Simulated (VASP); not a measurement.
# Ge in VASP: further runs, part 2 of 2

VASP 6.6.1. Earlier steps stand in the parts before.

### 3 Single point, revPBE+D4

This run uses another cell than the first one, of 18.29 Å³/atom.

The input, INCAR:

```
SYSTEM = Ge
PREC = Accurate
ENCUT = 520
EDIFF = 1E-7
ISMEAR = -1
SIGMA = 0.05
LREAL = .FALSE.
LASPH = .TRUE.
NELM = 80
ALGO = Normal
ISIF = 2
LWAVE = .FALSE.
LCHARG = .FALSE.
GGA = RE
IVDW = 13
NBANDS = 21
```

The input, KPOINTS:

```
Automatic mesh
0
G
  10 10 6
  0 0 0
```

The input, POSCAR:

```
Ge
1.0
    1.4231799815     -2.4650137643      0.0000000000
    1.4231799815      2.4650137643      0.0000000000
    0.0000000000      0.0000000000      5.2148858773
Ge
2
Direct
    0.5000059834      0.4999940166      0.2500000000
    0.4999940166      0.5000059834      0.7500000000
```

Potentials or basis: VASP PAW PBE potentials, release 64 (Ge_d).

Command:

```
$ cat potpaw_PBE.64/Ge_d/POTCAR > POTCAR
$ mpirun -np 1 vasp_std > vasp.out
```

OUTCAR:

```text
SYSTEM = Ge
   PREC = Accurate
   ENCUT = 520
   EDIFF = 1E-7
   ISMEAR = -1
   LREAL = .FALSE.
   LASPH = .TRUE.
   NELM = 80
   ISIF = 2
   GGA = RE
   IVDW = 13

 ion  position               nearest neighbor table
   1  0.500  0.500  0.250-   2 2.61   2 2.61
   2  0.500  0.500  0.750-   1 2.61   1 2.61

  LATTYP: Found a hexagonal cell.
 ALAT       =     2.8463545313
 C/A-ratio  =     1.8321280150

  Lattice vectors:

 A1 = (   1.4231799815,  -2.4650137643,   0.0000000000)
 A2 = (   1.4231799815,   2.4650137643,   0.0000000000)
 A3 = (   0.0000000000,   0.0000000000,   5.2148858773)

Analysis of symmetry for initial positions (statically):
=====================================================================
 Subroutine PRICEL returns:
 Original cell was already a primitive cell.

 Routine SETGRP: Setting up the symmetry group for a
 hexagonal supercell.

 Subroutine GETGRP returns: Found  8 space group operations
 (whereof  4 operations were pure point group operations)
 out of a pool of 24 trial point group operations.

The static configuration has the point symmetry C_2h.
 The point group associated with its full space group is D_2h.

Analysis of symmetry for dynamics (positions and initial velocities):
=====================================================================
 Subroutine PRICEL returns:
 Original cell was already a primitive cell.

 Routine SETGRP: Setting up the symmetry group for a
 hexagonal supercell.

 Subroutine GETGRP returns: Found  8 space group operations
 (whereof  4 operations were pure point group operations)
 out of a pool of 24 trial point group operations.

The dynamic configuration has the point symmetry C_2h.
 The point group associated with its full space group is D_2h.

 Subroutine INISYM returns: Found  8 space group operations
 (whereof  4 operations are pure point group operations),
 and found     1 'primitive' translations

----------------------------------------------------------------------------------------

                                     Primitive cell

  volume of cell :      36.5893

  direct lattice vectors                    reciprocal lattice vectors
     1.423179981 -2.465013764  0.000000000     0.351325909 -0.202838624  0.000000000
     1.423179981  2.465013764  0.000000000     0.351325909  0.202838624  0.000000000
     0.000000000  0.000000000  5.214885877     0.000000000  0.000000000  0.191758751

  length of vectors
     2.846354531  2.846354531  5.214885877     0.405676474  0.405676474  0.191758751

  position of ions in fractional coordinates (direct lattice)
     0.500005983  0.499994017  0.250000000
     0.499994017  0.500005983  0.750000000

  ion indices of the primitive-cell ions
   primitive index   ion index
                 1           1
                 2           2

----------------------------------------------------------------------------------------

 KPOINTS: Automatic mesh

Automatic generation of k-mesh.
 Grid dimensions read from file:
 generate k-points for:   10   10    6

 Generating k-lattice:

  Cartesian coordinates                     Fractional coordinates (reciprocal lattice)
     0.035132591 -0.020283862  0.000000000     0.100000000  0.000000000  0.000000000
     0.035132591  0.020283862  0.000000000     0.000000000  0.100000000  0.000000000
     0.000000000  0.000000000  0.031959792     0.000000000  0.000000000  0.166666667

  Length of vectors
     0.040567647  0.040567647  0.031959792

  Shift w.r.t. Gamma in fractional coordinates (k-lattice)
     0.000000000  0.000000000  0.000000000

 Subroutine IBZKPT returns following result:
 ===========================================

 Found    124 irreducible k-points:

 Following reciprocal coordinates:
            Coordinates               Weight
  0.000000  0.000000  0.000000      1.000000
  0.100000  0.000000  0.000000      4.000000
 -0.100000  0.100000  0.000000      2.000000
  0.200000  0.000000  0.000000      4.000000
 -0.200000  0.200000  0.000000      2.000000
  0.300000  0.000000  0.000000      4.000000
[... 16 lines left out ...]
  0.200000  0.200000  0.000000      2.000000
 -0.200000  0.400000  0.000000      4.000000
 [... further k-points ...]
   k-points           NKPTS =    124   k-points in BZ     NKDIM =    124   number of bands    NBANDS=     21
   number of dos      NEDOS =    301   number of ions     NIONS =      2
   total plane-waves  NPLWV =  23040
   dimension x,y,z NGX =    24 NGY =   24 NGZ =   40
   dimension x,y,z NGXF=    48 NGYF=   48 NGZF=   80
   ions per type =               2
   NGX,Y,Z   is equivalent  to a cutoff of  14.02, 14.02, 12.75 a.u.
   NGXF,Y,Z  is equivalent  to a cutoff of  28.04, 28.04, 25.50 a.u.
 SYSTEM =  Ge
   PREC   = accura    normal or accurate (medium, high low for compatibility)
   ISTART =      0    job   : 0-new  1-cont  2-samecut
   ICHARG =      2    charge: 1-file 2-atom 10-const
   ISPIN  =      1    spin polarized calculation?
   LNONCOLLINEAR =      F non collinear calculations
   LSORBIT =      F    spin-orbit coupling
   LASPH  =      T    aspherical Exc in radial PAW
   ENCUT  =  520.0 eV  38.22 Ry    6.18 a.u.   5.29  5.29  9.70*2*pi/ulx,y,z
   NELM   =     80;   NELMIN=  2; NELMDL= -5     # of ELM steps
   EDIFF  = 0.1E-06   stopping-criterion for ELM
   LREAL  =      F    real-space projection
   EDIFFG = 0.1E-05   stopping-criterion for IOM
   NSW    =      0    number of steps for IOM
   IBRION =     -1    ionic relax: 0-MD 1-quasi-New 2-CG
   NFREE  =      0    steps in history (QN), initial steepest desc. (CG)
   ISIF   =      2    stress and relaxation
   ISYM   =      2    0-nonsym 1-usesym 2-fastsym
   POTIM  = 0.5000    time-step for ionic-motion
   TEBEG  =    0.0;   TEEND  =   0.0 temperature during run
   PSTRESS=    0.0 pullay stress
   NELECT =      28.0000    total number of electrons
   NUPDOWN=      -1.0000    fix difference up-down
   EMIN   =  10.00;   EMAX   =-10.00  energy-range for DOS
   EFERMI =   0.00;   METHOD = LEGACY
   ISMEAR =    -1;   SIGMA  =   0.05  broadening in eV -4-tet -1-fermi 0-gaus
   EFERMI_NEDOS =   21; number of points for ismear=-14 and -15
   IALGO  =     38    algorithm
   IMIX   =      4    mixing-type and parameters
     AMIX     =   0.40;   BMIX     =  1.00
     AMIX_MAG =   1.60;   BMIX_MAG =  1.00
  volume/ion in A,a.u.               =      18.29       123.46
  Fermi-wavevector in a.u.,A,eV,Ry     =   1.497417  2.829708 30.507780  2.242259
  Thomas-Fermi vector in A             =   2.609308
   LORBIT       =      0    0 simple, 1 ext, 2 COOP (PROOUT), +10 PAW based schemes
   GGA     = RE    functional components
   LHFCALC =     F    Hartree Fock is set to
   AEXX    =    0.0000 exact exchange contribution
   IVDW    =    13    specifies the selected vdW correction
   LEPSILON=     F    determine dielectric tensor
   LRPA    =     F    only Hartree local field effects (RPA)
 non-spin polarized calculation
  energy-cutoff  :      520.00
  volume of cell :       36.59
 maximum number of plane-waves:       996
 NGX is ok and might be reduce to    24
   NGX = 11   NGY = 11   NGZ = 19

 number of electron      28.0000027 magnetization

 Free energy of the ion-electron system (eV)
  ---------------------------------------------------
  ext. energy  EPLUGINS =         0.00000000
  ---------------------------------------------------
  free energy    TOTEN  =        -7.87278399 eV

  energy without entropy =       -7.86779266  energy(sigma->0) =       -7.87028832

 E-fermi :   7.0831     XC(G=0): -11.3124

 val. band max:        7.0612083206   @ k =  -0.3000   0.3000   0.5000
 cond. band min:       7.2023568017   @ k =   0.5000   0.3000   0.3333
 fundamental gap:      0.1411484811
 Fermi energy:         7.0831344545

 k-point     1 :       0.0000    0.0000    0.0000
  band No.  band energies     occupation
      1     -17.8128      2.00000
      2     -17.6960      2.00000
      3     -17.6960      2.00000
      4     -17.6825      2.00000
      5     -17.6825      2.00000
      6     -17.6229      2.00000
[... 13 lines left out ...]
     20      21.1404      0.00000
     21      21.1405      0.00000
[... 529 lines left out ...]
 k-point    24 :      -0.2000    0.4000    0.0000
  band No.  band energies     occupation
      1     -17.7640      2.00000
      2     -17.6998      2.00000
      3     -17.6857      2.00000
      4     -17.6839      2.00000
      5     -17.6466      2.00000
      6     -17.6096      2.00000
[... 13 lines left out ...]
     20      17.2237      0.00000
     21      21.0053      0.00000

 [... further k-points ...]

------------------------ aborting loop because EDIFF is reached ----------------------------------------

  DFT-D4 for vdW energy calculation

  Edisp (eV):   -1.32261

  FORCE on cell =-STRESS in cart. coord.  units (eV):
  Direction    XX          YY          ZZ          XY          YZ          ZX
  --------------------------------------------------------------------------------------
  -------------------------------------------------------------------------------------
  Total      -0.00262    -0.00259     0.00111     0.00000     0.00000     0.00000
  in kB      -0.11481    -0.11352     0.04872     0.00000     0.00000     0.00000
  external pressure =       -0.06 kB  Pullay stress =        0.00 kB

 VOLUME and BASIS-vectors are now :
 -----------------------------------------------------------------------------
  energy-cutoff  :      520.00
  volume of cell :       36.59
      direct lattice vectors                 reciprocal lattice vectors
     1.423179981 -2.465013764  0.000000000     0.351325909 -0.202838624  0.000000000
     1.423179981  2.465013764  0.000000000     0.351325909  0.202838624  0.000000000
     0.000000000  0.000000000  5.214885877     0.000000000  0.000000000  0.191758751

 POSITION                                       TOTAL-FORCE (eV/Angst)
 -----------------------------------------------------------------------------------
      1.42318     -0.00003      1.30372         0.000000      0.000010      0.000000
      1.42318      0.00003      3.91116         0.000000     -0.000010     -0.000000
 -----------------------------------------------------------------------------------
    total drift:                                0.000000     -0.000000     -0.000000

  FREE ENERGIE OF THE ION-ELECTRON SYSTEM (eV)
  ---------------------------------------------------
  free  energy   TOTEN  =        -9.1953902219 eV

  energy  without entropy=       -9.1903988923  energy(sigma->0) =       -9.19289456
```

stdout:

```text
POSCAR found type information on POSCAR Ge
 POSCAR found :  1 types and       2 ions
 scaLAPACK will be used
 -----------------------------------------------------------------------------
|                                                                             |
|                                                                             |
|     You enforced a specific xc type in the INCAR file but a different       |
|     I HOPE YOU KNOW WHAT YOU ARE DOING!                                     |
|                                                                             |
 -----------------------------------------------------------------------------

 LDA part: xc-table for (Slater+PW92), standard interpolation
 POSCAR, INCAR and KPOINTS ok, starting setup
 FFT: planning ... GRIDC
 FFT: planning ... GRID_SOFT
 FFT: planning ... GRID
 WAVECAR not read
 entering main loop
```

It took 27 s on 1 thread of Intel Xeon 6975P-C (Granite Rapids), shared host; peak memory 0.2 GiB.

What came out:

```
Free energy                : -9.1954 eV
Pressure                   : 0.0 GPa
Band gap on the k mesh     : zero (bands 14 and 15 overlap by 9.64 eV)
Dispersion energy per atom : -0.661 eV
```

Caveat: the PAW data sets were made with another functional, which shifts forces and pressure a little.
